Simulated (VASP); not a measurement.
Wanted: the native input for a VASP 6.6.1 run.

```yaml
Task: relaxation of the atoms
Functional: r2SCAN
Potentials_or_basis: VASP PAW PBE potentials, release 64 (B, P)
Cutoff: 520 eV
k_mesh: 10 × 10 × 10
Occupations: fermi-dirac, width 0.02 eV
Spin: no spin polarisation
Dipole_correction: no
Further_INCAR_settings: ALGO = Normal; EDIFF = 1e-06; IBRION = 2; EDIFFG = -0.01; NSW = 50
```

Crystal: BP.

```
B P
1.0
     0.00000    2.31267    2.31267
     2.31267    0.00000    2.31267
     2.31267    2.31267    0.00000
B P
1 1
Cartesian
  0.0000 0.0000 0.0000
  1.1563 1.1563 1.1563
```

One way to write it, as run:

POSCAR

```
BP
1.0
    0.0000000000      2.3126684400      2.3126684400
    2.3126684400      0.0000000000      2.3126684400
    2.3126684400      2.3126684400      0.0000000000
B P
1 1
Direct
    0.0000000000      0.0000000000      0.0000000000
    0.2500000000      0.2500000000      0.2500000000
```

INCAR.step1

```
SYSTEM = BP
PREC = Accurate
ENCUT = 520
ISMEAR = -1
SIGMA = 0.02
LREAL = .FALSE.
LASPH = .TRUE.
NELM = 60
GGA = PE
ALGO = Normal
EDIFF = 1E-4
LWAVE = .TRUE.
LCHARG = .FALSE.
```

INCAR.step2

```
SYSTEM = BP
PREC = Accurate
ENCUT = 520
EDIFF = 1E-6
ISMEAR = -1
SIGMA = 0.02
LREAL = .FALSE.
LASPH = .TRUE.
NELM = 60
ALGO = Normal
ISIF = 2
LWAVE = .FALSE.
LCHARG = .FALSE.
METAGGA = R2SCAN
LMIXTAU = .TRUE.
IBRION = 2
NSW = 50
EDIFFG = -0.01
ISTART = 1
```

KPOINTS

```
regular mesh
0
G
  10 10 10
  0 0 0
```

Potentials or basis: VASP PAW PBE potentials, release 64 (B, P).

Run with:

```console
$ cat potpaw_PBE.64/B/POTCAR potpaw_PBE.64/P/POTCAR > POTCAR
$ cp INCAR.step1 INCAR
$ mpirun -np 1 vasp_std > vasp.out
$ cp INCAR.step2 INCAR
$ mpirun -np 1 vasp_std > vasp.out
```

Results of the run:

```
Pressure after relaxing : -9.3 GPa
Band gap on the k mesh  : 1.52 eV (least direct gap 3.56 eV)
```

Caveat: the relaxation stopped at its first step, so nothing moved; the PAW data sets were made with another functional, which shifts forces and pressure a little.

Wall time 38 s on 1 thread of Intel Xeon 8259CL, with other jobs on the host, peak memory 0.14 GiB.
